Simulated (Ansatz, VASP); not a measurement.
# TePb: VASP beside Ansatz

POSCAR

```
TePb
1.0
    3.9750058231      0.0000000000      0.0000000000
    0.0000000000      3.9750058231      0.0000000000
    0.0000000000      0.0000000000      3.9750058231
Pb Te
1 1
Direct
    0.0000000000      0.0000000000      0.0000000000
    0.5000000000      0.5000000000      0.5000000000
```

File INCAR.step1:

```
SYSTEM = TePb
PREC = Accurate
ENCUT = 400
EDIFF = 1E-5
ISMEAR = -1
SIGMA = 0.02
LREAL = .FALSE.
LASPH = .TRUE.
NELM = 120
ALGO = Normal
ISIF = 2
LWAVE = .TRUE.
LCHARG = .FALSE.
GGA = PE
NBANDS = 17
GGA_COMPAT = .FALSE.
```

Contents of INCAR.step2:

```
SYSTEM = TePb
PREC = Accurate
ENCUT = 400
EDIFF = 1E-6
ISMEAR = -1
SIGMA = 0.02
LREAL = .FALSE.
LASPH = .TRUE.
NELM = 120
ALGO = Normal
ISIF = 2
LWAVE = .FALSE.
LCHARG = .FALSE.
GGA = PE
LHFCALC = .TRUE.
AEXX = 0.4
HFSCREEN = 0.1
PRECFOCK = Normal
ISTART = 1
NBANDS = 17
GGA_COMPAT = .FALSE.
```

KPOINTS

```
regular mesh
0
G
  4 4 4
  0 0 0
```

Input for Ansatz:

```yaml
crystal:
  lattice:
    - [3.9750058231, 0.0, 0.0]
    - [0.0, 3.9750058231, 0.0]
    - [0.0, 0.0, 3.9750058231]
  atoms:
    - { symbol: Pb, position: [0.0, 0.0, 0.0] }
    - { symbol: Te, position: [0.5, 0.5, 0.5] }
kpoints:
  mp_grid: { grid: [4, 4, 4] }
hamiltonian:
  xc: { exchange: pbe, correlation: pbe, exx: { coeff: 0.4, omega: 0.1 } }
scf:
  occupations: { method: fermi_dirac, width: 0.02 }
  n_extra_bands: 4
output:
  forces: true
  stress: true
  eigenvalues: true
```

Alike in both runs: task single point; functional PBE-based screened hybrid; k mesh 4 × 4 × 4; occupations fermi-dirac, width 0.02 eV; no spin polarisation.

|  | VASP | Ansatz |
| --- | --- | --- |
| version | VASP 6.6.1 | Ansatz 0.2.0 |
| potentials or method | VASP PAW PBE potentials, release 64 (Pb_d, Te) | plane waves |
| plane-wave cutoff (eV) | 400 | 420 |
| valence electrons in the cell | 20 | 30 |

```tsv
	VASP	Ansatz	Ansatz less VASP
pressure (GPa)	-0.7	-0.2	+0.48
```

VASP's potentials were made for PBE, not for PBE-based screened hybrid. With one functional, cell and mesh, what is left measures potentials, basis and numerics. VASP's potentials hold 20 valence electrons a cell and Ansatz's 30, so a difference there can come from the potentials and not from the codes. Ansatz's warnings: filled band counts differ across k points, stress exchange threshold loose, stress scf threshold loose.

The k mesh is coarse, so the values compare programs but aren't converged. Neither program's run includes spin-orbit coupling.
